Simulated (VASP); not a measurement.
Crystal: WS.

```
CELL_PARAMETERS angstrom
3.00789 0.00000 0.00000
0.00000 3.00789 0.00000
0.00000 0.00000 3.00789
ATOMIC_POSITIONS crystal
W 0.50000 0.50000 0.50000
S 0.00000 0.00000 0.00000
```

Base run:

- Program: VASP 6.6.1
- Functional: LDA
- Potentials or basis: VASP PAW LDA potentials, release 64 (W_sv, S)
- Cutoff: 520 eV
- k mesh: 9 × 9 × 9
- Occupations: fermi-dirac, width 0.05 eV
- Spin: no spin polarisation
- Hubbard terms: W d U = 3.0 eV

Its results: band gap on the k mesh zero (band 10 reaches 14.62 eV, above the bottom of band 11 at 12.08 eV); pressure -6.3 GPa.

After a change of settings the same cell gave: band gap on the k mesh zero (band 10 reaches 14.50 eV, above the bottom of band 11 at 11.98 eV); pressure -7.7 GPa. Which change was it?
A. k mesh from 9 × 9 × 9 to 5 × 5 × 5; hubbard terms from W d U = 3.0 eV to none
B. hubbard terms from W d U = 3.0 eV to none
C. hubbard terms from W d U = 3.0 eV to W d U = 6.0 eV; further incar settings from ALGO = Normal; EDIFF = 1e-06; NBANDS = 17 to ALGO = Normal; EDIFF = 1e-07; NBANDS = 17
D. hubbard terms from W d U = 3.0 eV to W d U = 2.0 eV

D.

Caveats: spin-orbit coupling is left out, which moves the levels of the heavy elements; U without spin polarisation on a metal has little footing.
